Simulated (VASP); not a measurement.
Here is a VASP 6.6.1 calculation.

Contents of POSCAR:

```
AlNi
1.0
    1.8780696935     -1.8921125388      0.0000000000
    1.8780696935      1.8921125388      0.0000000000
    0.0000000000      0.0000000000      3.3027595847
Al Ni
1 1
Direct
    0.0000000000      0.0000000000      0.0000000000
    0.5000000000      0.5000000000      0.5000000000
```

The input INCAR.step1:

```
SYSTEM = AlNi
ALGO     = Normal         ! electronic algorithm
EDIFF    = 1E-4           ! SCF threshold, eV
ENCUT    = 520            ! plane-wave cutoff, eV
GGA      = PE             ! functional
ISMEAR   = 0              ! smearing method
LASPH    = .TRUE.         ! aspherical terms in the spheres
LCHARG   = .FALSE.        ! write CHGCAR
LREAL    = .FALSE.        ! projectors in reciprocal space
LWAVE    = .TRUE.         ! write WAVECAR
NBANDS   = 14             ! bands
NELM     = 100            ! most SCF steps
PREC     = Accurate       ! precision mode
SIGMA    = 0.15           ! smearing width, eV
```

File INCAR.step2:

```
SYSTEM = AlNi
ALGO     = Normal         ! electronic algorithm
EDIFF    = 1E-7           ! SCF threshold, eV
ENCUT    = 520            ! plane-wave cutoff, eV
ISIF     = 2              ! what is computed and relaxed
ISMEAR   = 0              ! smearing method
ISTART   = 1            
LASPH    = .TRUE.         ! aspherical terms in the spheres
LCHARG   = .TRUE.         ! write CHGCAR
LELF     = .TRUE.         ! ELF
LMIXTAU  = .TRUE.       
LREAL    = .FALSE.        ! projectors in reciprocal space
LVHAR    = .TRUE.       
LWAVE    = .FALSE.        ! write WAVECAR
METAGGA  = R2SCAN         ! meta-GGA
NBANDS   = 14             ! bands
NELM     = 100            ! most SCF steps
PREC     = Accurate       ! precision mode
SIGMA    = 0.15           ! smearing width, eV
```

Contents of KPOINTS:

```
k-points
0
G
  20 20 18
  0 0 0
```

Potentials or basis: VASP PAW PBE potentials, release 64 (Al, Ni).

Run with:

```console
$ cat potpaw_PBE.64/Al/POTCAR potpaw_PBE.64/Ni/POTCAR > POTCAR
$ cp INCAR.step1 INCAR
$ mpirun -np 1 vasp_std > vasp.out
$ cp INCAR.step2 INCAR
$ mpirun -np 1 vasp_std > vasp.out
```

Estimate the band gap on the k mesh.

zero (an odd number of electrons rules out a gap without spin polarisation).

Estimate the pressure.

1.4 GPa.

Stress tensor (GPa, compression positive):
```
 5.61  0.00  0.00
 0.00  4.40  0.00
 0.00  0.00 -5.94
```

Caveat: the PAW data sets were made with another functional, which shifts forces and pressure a little. Spin polarisation is off, so any magnetic state and its effect on volume and gap are missing.
